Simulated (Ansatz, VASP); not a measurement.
# One calculation of GaO, two programs

```xyz
8
Lattice="3.1051 0.0000 0.0000 -1.5525 2.6891 0.0000 0.0000 0.0000 13.8556" Properties=species:S:1:pos:R:3 pbc="T T T"
Ga    0.0000    1.7927    2.2113
Ga    1.5525    0.8964    9.1391
Ga    0.0000    1.7927    4.7165
Ga    1.5525    0.8964   11.6443
O     0.0000    1.7927    8.4117
O     1.5525    0.8964    1.4840
O     0.0000    1.7927   12.3716
O     1.5525    0.8964    5.4438
```

Alike in both runs: functional PBE; k mesh 12 × 12 × 2; occupations gaussian, width 0.02 eV; no spin polarisation.

Ansatz relaxed the structure, and its values are those at the end. VASP's run is a single point on that final structure, the one shown.

|  | VASP | Ansatz |
| --- | --- | --- |
| version | VASP 6.6.1 | Ansatz 0.2.0 |
| potentials or method | VASP PAW PBE potentials, release 64 (Ga_d, O), cutoff 520 eV | scalar-relativistic, plane waves, PAW |
| valence electrons in the cell | 76 | 76 |

|  | VASP | Ansatz | Ansatz less VASP |
| --- | --- | --- | --- |
| gap on the k mesh at the Fermi level (eV) | 1.18 | 1.20 | +0.020 |
| least direct gap on the mesh (eV) | 1.34 | 1.35 | +0.017 |
| pressure (GPa) | 0.5 | 0.0 | -0.46 |
| rms of the force components (eV/Å) | 0.026 | 0.000 | -0.0260 |
